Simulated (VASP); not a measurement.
Here is a VASP 6.6.1 calculation.

Contents of INCAR:

```
SYSTEM = HfSi3
PREC     = Accurate       ! precision mode
ENCUT    = 520            ! plane-wave cutoff, eV
EDIFF    = 1E-7           ! SCF threshold, eV
ISMEAR   = -1             ! smearing method
SIGMA    = 0.1698         ! smearing width, eV
LREAL    = Auto         
LASPH    = .TRUE.         ! aspherical terms in the spheres
NELM     = 100            ! most SCF steps
ALGO     = Normal         ! electronic algorithm
ISIF     = 2              ! what is computed and relaxed
LWAVE    = .FALSE.        ! write WAVECAR
LCHARG   = .FALSE.        ! write CHGCAR
GGA      = PE             ! functional
NBANDS   = 71             ! bands
ISYM     = 0
```

The input KPOINTS:

```
Automatic mesh
0
Gamma
  1 1 1
  0.25 0.25 0.25
```

POSCAR

```
HfSi3
1.0
    6.7792930000     -0.0738530000     -0.2467120000
   -0.0738530000      7.0813630000     -0.0543890000
   -0.2467120000     -0.0543890000      7.0472650000
Si Hf
15 5
Direct
    0.9791130028      0.9772451985      0.8148993001
    0.5777899902      0.1789752734      0.8754408994
    0.8332829564      0.7878165581      0.4389964702
    0.5617859096      1.0500991020      0.5066162781
    0.3744211905      0.5100426540      0.4978589440
    0.6566870362      0.4154164070      0.6713134322
    0.4177089419      0.8898694902      0.9549141291
    1.0460130391      0.4531334604      0.3816823186
    0.3165562062      0.8213407666      0.6416461021
    0.3927272924      0.7855715494      0.2845283932
    0.2445939163      0.1700240584      0.6485701464
    0.2951551513      0.4205364604      0.9086439740
    0.0106011982      0.6322844970      0.6966686742
   -0.0735649601      0.3137232027     -0.0070074372
    0.6974689956      0.7235772635      0.8546780367
    0.0439684157      0.6447289502      1.0847328288
    0.7514103069      0.9912486255      0.1600771308
    0.6125694091      0.5292635821      0.1655566154
    0.8944038447      0.1786568512      0.5221204437
    0.2499638136      0.1611636693      0.1767060843
```

Potentials or basis: VASP PAW PBE potentials, release 64 (Si, Hf_pv).

Run with:

```sh
$ cat potpaw_PBE.64/Si/POTCAR potpaw_PBE.64/Hf_pv/POTCAR > POTCAR
$ mpirun -np 1 vasp_std > vasp.out
```

(1) Predict the pressure.

(2) Estimate the band gap on the k mesh.

(3) What does it give for the largest force?

Answers

(1) 4.0 GPa.

(2) 0.29 eV.

(3) 3.422 eV/Å.

Caveat: the k points lie up to 0.93 Å⁻¹ apart; spin-orbit coupling is left out, which moves the levels of the heavy elements.
